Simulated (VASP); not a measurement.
# Si (Fd-3m) in VASP: single point with LDA

Aim: the single point of Si with LDA.

Everything below comes from runs of VASP 6.6.1. Logs are shortened: lines on timing, memory, paths and dates and some standing lists are left out, and cuts for length are marked.

## 1. The cell of the first run

It takes space group Fd-3m (No. 227, cubic). Conventional cell: a = 5.427 Å, b = 5.427 Å, c = 5.427 Å, α = 90.00°, β = 90.00°, γ = 90.00°. Within 3.1 Å of Si (site symmetry -43m) lie 4 Si at 2.35 Å.

## 2. Single point, LDA

INCAR

```
SYSTEM = Si
ALGO = Normal
EDIFF = 1E-6
ENCUT = 500
GGA_COMPAT = .FALSE.
ISIF = 2
ISMEAR = 0
LASPH = .TRUE.
LCHARG = .TRUE.
LELF = .TRUE.
LREAL = .FALSE.
LVHAR = .TRUE.
LWAVE = .FALSE.
NBANDS = 11
NELM = 120
PREC = Accurate
SIGMA = 0.01
```

KPOINTS

```
k-points
0
G
  8 8 8
  0 0 0
```

POSCAR

```
Si
1.0
    0.0000000000      2.7135600000      2.7135600000
    2.7135600000      0.0000000000      2.7135600000
    2.7135600000      2.7135600000      0.0000000000
Si
2
Direct
    0.2500000000      0.2500000000      0.2500000000
    0.0000000000      0.0000000000      0.0000000000
```

Potentials or basis: VASP PAW LDA potentials, release 64 (Si).

On the command line:

```
$ cat potpaw_LDA.64/Si/POTCAR > POTCAR
$ mpirun -np 1 vasp_std > vasp.out
```

OUTCAR:

```text
SYSTEM = Si
   EDIFF = 1E-6
   ENCUT = 500
   ISIF = 2
   ISMEAR = 0
   LASPH = .TRUE.
   LREAL = .FALSE.
   NELM = 120
   PREC = Accurate

 ion  position               nearest neighbor table
   1  0.250  0.250  0.250-   2 2.35   2 2.35   2 2.35   2 2.35
   2  0.000  0.000  0.000-   1 2.35   1 2.35   1 2.35   1 2.35

  LATTYP: Found a face centered cubic cell.
 ALAT       =     5.4271200000

  Lattice vectors:

 A1 = (   0.0000000000,   2.7135600000,   2.7135600000)
 A2 = (   2.7135600000,   0.0000000000,   2.7135600000)
 A3 = (   2.7135600000,   2.7135600000,   0.0000000000)

Analysis of symmetry for initial positions (statically):
=====================================================================
 Subroutine PRICEL returns:
 Original cell was already a primitive cell.

 Routine SETGRP: Setting up the symmetry group for a
 face centered cubic supercell.

 Subroutine GETGRP returns: Found 48 space group operations
 (whereof 24 operations were pure point group operations)
 out of a pool of 48 trial point group operations.

The static configuration has the point symmetry T_d .
 The point group associated with its full space group is O_h .

Analysis of symmetry for dynamics (positions and initial velocities):
=====================================================================
 Subroutine PRICEL returns:
 Original cell was already a primitive cell.

 Routine SETGRP: Setting up the symmetry group for a
 face centered cubic supercell.

 Subroutine GETGRP returns: Found 48 space group operations
 (whereof 24 operations were pure point group operations)
 out of a pool of 48 trial point group operations.

The dynamic configuration has the point symmetry T_d .
 The point group associated with its full space group is O_h .

 Subroutine INISYM returns: Found 48 space group operations
 (whereof 24 operations are pure point group operations),
 and found     1 'primitive' translations

----------------------------------------------------------------------------------------

                                     Primitive cell

  volume of cell :      39.9621

  direct lattice vectors                    reciprocal lattice vectors
     0.000000000  2.713560000  2.713560000    -0.184259792  0.184259792  0.184259792
     2.713560000  0.000000000  2.713560000     0.184259792 -0.184259792  0.184259792
     2.713560000  2.713560000  0.000000000     0.184259792  0.184259792 -0.184259792

  length of vectors
     3.837553354  3.837553354  3.837553354     0.319147321  0.319147321  0.319147321

  position of ions in fractional coordinates (direct lattice)
     0.250000000  0.250000000  0.250000000
     0.000000000  0.000000000  0.000000000

  ion indices of the primitive-cell ions
   primitive index   ion index
                 1           1
                 2           2

----------------------------------------------------------------------------------------

 KPOINTS: k-points

Automatic generation of k-mesh.
 Grid dimensions read from file:
 generate k-points for:    8    8    8

 Generating k-lattice:

  Cartesian coordinates                     Fractional coordinates (reciprocal lattice)
    -0.023032474  0.023032474  0.023032474     0.125000000  0.000000000  0.000000000
     0.023032474 -0.023032474  0.023032474     0.000000000  0.125000000  0.000000000
     0.023032474  0.023032474 -0.023032474     0.000000000  0.000000000  0.125000000

  Length of vectors
     0.039893415  0.039893415  0.039893415

  Shift w.r.t. Gamma in fractional coordinates (k-lattice)
     0.000000000  0.000000000  0.000000000

 Subroutine IBZKPT returns following result:
 ===========================================

 Found     29 irreducible k-points:

 Following reciprocal coordinates:
            Coordinates               Weight
  0.000000  0.000000  0.000000      1.000000
  0.125000  0.000000  0.000000      8.000000
  0.250000  0.000000  0.000000      8.000000
  0.375000  0.000000  0.000000      8.000000
  0.500000  0.000000  0.000000      4.000000
  0.125000  0.125000  0.000000      6.000000
[... 16 lines left out ...]
  0.500000  0.250000  0.125000     48.000000
 -0.375000  0.250000  0.125000     24.000000
 [... further k-points ...]
   k-points           NKPTS =     29   k-points in BZ     NKDIM =     29   number of bands    NBANDS=     11
   number of dos      NEDOS =    301   number of ions     NIONS =      2
   total plane-waves  NPLWV =  21952
   dimension x,y,z NGX =    28 NGY =   28 NGZ =   28
   dimension x,y,z NGXF=    56 NGYF=   56 NGZF=   56
   ions per type =               2
   NGX,Y,Z   is equivalent  to a cutoff of  12.13, 12.13, 12.13 a.u.
   NGXF,Y,Z  is equivalent  to a cutoff of  24.26, 24.26, 24.26 a.u.
 SYSTEM =  Si
   PREC   = accura    normal or accurate (medium, high low for compatibility)
   ISTART =      0    job   : 0-new  1-cont  2-samecut
   ICHARG =      2    charge: 1-file 2-atom 10-const
   ISPIN  =      1    spin polarized calculation?
   LNONCOLLINEAR =      F non collinear calculations
   LSORBIT =      F    spin-orbit coupling
   LASPH  =      T    aspherical Exc in radial PAW
   ENCUT  =  500.0 eV  36.75 Ry    6.06 a.u.   7.00  7.00  7.00*2*pi/ulx,y,z
   NELM   =    120;   NELMIN=  2; NELMDL= -5     # of ELM steps
   EDIFF  = 0.1E-05   stopping-criterion for ELM
   LREAL  =      F    real-space projection
   EDIFFG = 0.1E-04   stopping-criterion for IOM
   NSW    =      0    number of steps for IOM
   IBRION =     -1    ionic relax: 0-MD 1-quasi-New 2-CG
   NFREE  =      0    steps in history (QN), initial steepest desc. (CG)
   ISIF   =      2    stress and relaxation
   ISYM   =      2    0-nonsym 1-usesym 2-fastsym
   POTIM  = 0.5000    time-step for ionic-motion
   TEBEG  =    0.0;   TEEND  =   0.0 temperature during run
   PSTRESS=    0.0 pullay stress
   NELECT =       8.0000    total number of electrons
   NUPDOWN=      -1.0000    fix difference up-down
   EMIN   =  10.00;   EMAX   =-10.00  energy-range for DOS
   EFERMI =   0.00;   METHOD = LEGACY
   ISMEAR =     0;   SIGMA  =   0.01  broadening in eV -4-tet -1-fermi 0-gaus
   EFERMI_NEDOS =   21; number of points for ismear=-14 and -15
   IALGO  =     38    algorithm
   IMIX   =      4    mixing-type and parameters
     AMIX     =   0.40;   BMIX     =  1.00
     AMIX_MAG =   1.60;   BMIX_MAG =  1.00
  volume/ion in A,a.u.               =      19.98       134.84
  Fermi-wavevector in a.u.,A,eV,Ry     =   0.957684  1.809760 12.478691  0.917158
  Thomas-Fermi vector in A             =   2.086724
   LORBIT       =      0    0 simple, 1 ext, 2 COOP (PROOUT), +10 PAW based schemes
   GGA     = CA    functional components
   LHFCALC =     F    Hartree Fock is set to
   AEXX    =    0.0000 exact exchange contribution
   IVDW    =     0    specifies the selected vdW correction
   LEPSILON=     F    determine dielectric tensor
   LRPA    =     F    only Hartree local field effects (RPA)
 non-spin polarized calculation
 Gauss-broadening in eV      SIGMA  =   0.01
  energy-cutoff  :      500.00
  volume of cell :       39.96
 maximum number of plane-waves:      1036
   NGX = 13   NGY = 13   NGZ = 13

 number of electron       8.0000001 magnetization

 Free energy of the ion-electron system (eV)
  ---------------------------------------------------
  ext. energy  EPLUGINS =         0.00000000
  ---------------------------------------------------
  free energy    TOTEN  =       -11.91346626 eV

  energy without entropy =      -11.91346626  energy(sigma->0) =      -11.91346626

 E-fermi :   5.9147     XC(G=0):  -9.6126

 val. band max:        5.7916349362   @ k =   0.0000   0.0000   0.0000
 cond. band min:       6.3026660148   @ k =   0.3750   0.3750   0.0000
 fundamental gap:      0.5110310786
 Fermi energy:         5.9147328118

 k-point     1 :       0.0000    0.0000    0.0000
  band No.  band energies     occupation
      1      -6.1796      2.00000
      2       5.7916      2.00000
      3       5.7916      2.00000
      4       5.7916      2.00000
      5       8.3158      0.00000
      6       8.3158      0.00000
      7       8.3158      0.00000
      8       9.0233      0.00000
      9      13.4761      0.00000
     10      13.5194      0.00000
     11      13.5194      0.00000

 k-point     2 :       0.1250    0.0000    0.0000
  band No.  band energies     occupation
      1      -5.9750      2.00000
      2       4.1788      2.00000
      3       5.5015      2.00000
      4       5.5015      2.00000
      5       8.2189      0.00000
      6       8.7407      0.00000
      7       8.7407      0.00000
      8      10.3900      0.00000
      9      13.0137      0.00000
     10      13.0137      0.00000
     11      14.2833      0.00000

 k-point     3 :       0.2500    0.0000    0.0000
  band No.  band energies     occupation
      1      -5.3779      2.00000
      2       1.8451      2.00000
      3       5.0312      2.00000
      4       5.0312      2.00000
      5       7.7261      0.00000
      6       9.2552      0.00000
      7       9.2552      0.00000
      8      12.5722      0.00000
      9      12.9540      0.00000
     10      12.9540      0.00000
     11      14.5703      0.00000

 k-point     4 :       0.3750    0.0000    0.0000
  band No.  band energies     occupation
      1      -4.4803      2.00000
      2      -0.1796      2.00000
      3       4.7058      2.00000
      4       4.7058      2.00000
      5       7.3565      0.00000
      6       9.1950      0.00000
      7       9.1950      0.00000
      8      13.4732      0.00000
      9      14.3341      0.00000
     10      14.3341      0.00000
     11      15.2959      0.00000
[... 239 lines left out ...]
 k-point    22 :       0.3750    0.2500    0.1250
  band No.  band energies     occupation
      1      -4.8472      2.00000
      2       1.4930      2.00000
      3       3.0543      2.00000
      4       4.3577      2.00000
      5       8.1666      0.00000
      6       9.6156      0.00000
      7       9.9076      0.00000
      8      11.2356      0.00000
      9      13.5191      0.00000
     10      15.9687      0.00000
     11      16.6839      0.00000

 k-point    23 :       0.5000    0.2500    0.1250
  band No.  band energies     occupation
      1      -3.9554      2.00000
      2      -0.0624      2.00000
      3       2.4431      2.00000
      4       3.8518      2.00000
      5       8.5896      0.00000
      6       9.2704      0.00000
      7      10.7272      0.00000
      8      11.6663      0.00000
      9      14.7402      0.00000
     10      15.4062      0.00000
     11      17.6574      0.00000

 k-point    24 :      -0.3750    0.2500    0.1250
  band No.  band energies     occupation
      1      -3.2975      2.00000
      2      -1.0139      2.00000
      3       2.3146      2.00000
      4       3.6205      2.00000
      5       8.7816      0.00000
      6       8.8399      0.00000
      7      11.6414      0.00000
      8      12.8231      0.00000
      9      13.0982      0.00000
     10      16.2761      0.00000
     11      17.3856      0.00000

 [... further k-points ...]
[... 5 lines left out ...]
  --------------------------------------------------------------------------------------
  -------------------------------------------------------------------------------------
  Total       -0.3139925     -0.3139925     -0.3139925     -0.0000000     -0.0000000     -0.0000000
  in kB      -12.5887197    -12.5887197    -12.5887197     -0.0000000     -0.0000000     -0.0000000
  external PRESSURE =     -12.5887197 kB  Pullay stress =       0.0000000 kB

 VOLUME and BASIS-vectors are now :
 -----------------------------------------------------------------------------
  energy-cutoff  :      500.00
  volume of cell :       39.96
      direct lattice vectors                 reciprocal lattice vectors
     0.000000000  2.713560000  2.713560000    -0.184259792  0.184259792  0.184259792
     2.713560000  0.000000000  2.713560000     0.184259792 -0.184259792  0.184259792
     2.713560000  2.713560000  0.000000000     0.184259792  0.184259792 -0.184259792

 POSITION                                       TOTAL-FORCE (eV/Angst)
 -----------------------------------------------------------------------------------
      1.35678      1.35678      1.35678         0.000000      0.000000      0.000000
      0.00000      0.00000      0.00000        -0.000000     -0.000000     -0.000000
 -----------------------------------------------------------------------------------
    total drift:                                0.000000      0.000000     -0.000000

  FREE ENERGIE OF THE ION-ELECTRON SYSTEM (eV)
  ---------------------------------------------------
  free  energy   TOTEN  =       -11.9134662575 eV

  energy  without entropy=      -11.9134662575  energy(sigma->0) =      -11.91346626
```

It took 8.9 s on 1 thread of Intel Xeon 6975P-C, shared host; peak memory 0.13 GiB.

Results:

| Quantity | Value |
| --- | --- |
| Free energy | -11.9135 eV |
| Pressure | -1.3 GPa |
| Band gap on the k mesh | 0.51 eV, indirect (least direct gap 2.52 eV) |

Levels at points of the mesh, in eV from the valence-band top:
| k point | band 2 | band 3 | band 4 | band 5 | band 6 | band 7 |
| --- | --- | --- | --- | --- | --- | --- |
| (0.00, 0.00, 0.00) | 0.00 | 0.00 | 0.00 | 2.52 | 2.52 | 2.52 |
| (0.50, 0.00, 0.00) | -7.00 | -1.20 | -1.20 | 1.44 | 3.29 | 3.29 |
| (0.50, 0.50, 0.00) | -7.82 | -2.86 | -2.86 | 0.60 | 0.60 | 9.99 |

A k mesh can miss the band edges.
